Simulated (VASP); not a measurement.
Input of a VASP 6.6.1 run:

The input POSCAR:

```
SnSe
1.0
   11.4339118700      0.0000000000      0.0000000000
    0.0000000000      4.0398043100      0.0000000000
    0.0000000000      0.0000000000      4.6038617100
Sn Se
4 4
Direct
    0.1160665634      0.2500000000      0.1190971814
    0.3839334366      0.7500000000      0.6190971814
    0.6160665634      0.2500000000      0.3809028186
    0.8839334366      0.7500000000      0.8809028186
    0.3537745512      0.2500000000      0.0172851791
    0.1462254488      0.7500000000      0.5172851791
    0.8537745512      0.2500000000      0.4827148209
    0.6462254488      0.7500000000      0.9827148209
```

File INCAR.step1:

```
SYSTEM = SnSe
PREC = Accurate ; ENCUT = 520
ISMEAR = -1 ; SIGMA = 0.02
LREAL = .FALSE. ; LASPH = .TRUE.
NELM = 60 ; NBANDS = 50
GGA = PE ; ALGO = Normal
EDIFF = 1E-4 ; LWAVE = .TRUE.
LCHARG = .FALSE.
```

INCAR.step2

```
SYSTEM = SnSe
PREC = Accurate ; ENCUT = 520
EDIFF = 1E-6 ; ISMEAR = -1
SIGMA = 0.02 ; LREAL = .FALSE.
LASPH = .TRUE. ; NELM = 60
ALGO = Normal ; ISIF = 2
LWAVE = .FALSE. ; LCHARG = .TRUE.
METAGGA = R2SCAN ; LMIXTAU = .TRUE.
LELF = .TRUE. ; LVHAR = .TRUE.
NBANDS = 50 ; ISTART = 1
```

The input KPOINTS:

```
regular mesh
0
G
  4 8 6
  0 0 0
```

Potentials or basis: VASP PAW PBE potentials, release 64 (Sn_d, Se).

The run is started by

```bash
$ cat potpaw_PBE.64/Sn_d/POTCAR potpaw_PBE.64/Se/POTCAR > POTCAR
$ cp INCAR.step1 INCAR
$ mpirun -np 1 vasp_std > vasp.out
$ cp INCAR.step2 INCAR
$ mpirun -np 1 vasp_std > vasp.out
```

Task: Estimate the pressure.

Result: 2.0 GPa.

Task: Estimate the largest force.

Result: 0.020 eV/Å.

Task: Estimate the band gap on the k mesh.

Result: 0.86 eV (least direct gap 1.31 eV).

Forces on the atoms (eV/Å):
```
Sn  -0.016  0.000 -0.012
Sn   0.016  0.000 -0.012
Sn  -0.016  0.000  0.012
Sn   0.016  0.000  0.012
Se   0.010  0.000  0.011
Se  -0.010  0.000  0.011
Se   0.010  0.000 -0.011
Se  -0.010  0.000 -0.011
```

Caveat: the PAW data sets were made with another functional, which shifts forces and pressure a little; spin-orbit coupling is left out, which moves the levels of the heavy elements. A k mesh can miss the band edges.
